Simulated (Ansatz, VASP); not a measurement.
# Two plane-wave programs on BN

```xyz
8
Lattice="3.5105 0.0192 -0.0470 -0.0192 -3.5741 0.0203 0.0470 0.0203 -3.7144" Properties=species:S:1:pos:R:3 pbc="T T T"
B    -0.0322   -0.0159    0.0598
B     1.7789   -1.7592   -0.0350
B     1.7956   -0.0038   -1.8447
B     0.0287   -1.8023   -1.8862
N     2.6522   -2.6624   -2.8525
N     0.9161   -0.8461   -2.7868
N     0.8613   -2.6620   -0.9430
N     2.6139   -0.8523   -0.9348
```

Change from the starting cell: all atoms moved at random (sigma 0.03 Å a component), cell strained at random (sigma 0.03).

Alike in both runs: task single point; functional PBE; k mesh 6 × 6 × 6; occupations gaussian, width 0.05 eV; no spin polarisation.

```csv
,VASP,Ansatz
version,VASP 6.6.1,Ansatz 0.2.0
potentials or method,"VASP PAW PBE potentials, release 64 (B, N), cutoff 600 eV","scalar-relativistic, plane waves, PAW"
valence electrons in the cell,32,32
```

|  | VASP | Ansatz | Ansatz less VASP |
| --- | --- | --- | --- |
| gap on the k mesh at the Fermi level (eV) | 3.57 | 3.58 | +0.011 |
| least direct gap on the mesh (eV) | 3.57 | 3.58 | +0.011 |
| pressure (GPa) | 11.2 | 11.2 | -0.01 |
| traceless stress, the component that is largest in VASP (GPa) | -20.57 | -20.55 | +0.026 |
| rms of the force components (eV/Å) | 1.025 | 1.018 | -0.0070 |

Atom by atom the forces differ by 0.009 eV/Å (rms over components). With one functional, cell and mesh, what is left measures potentials, basis and numerics.
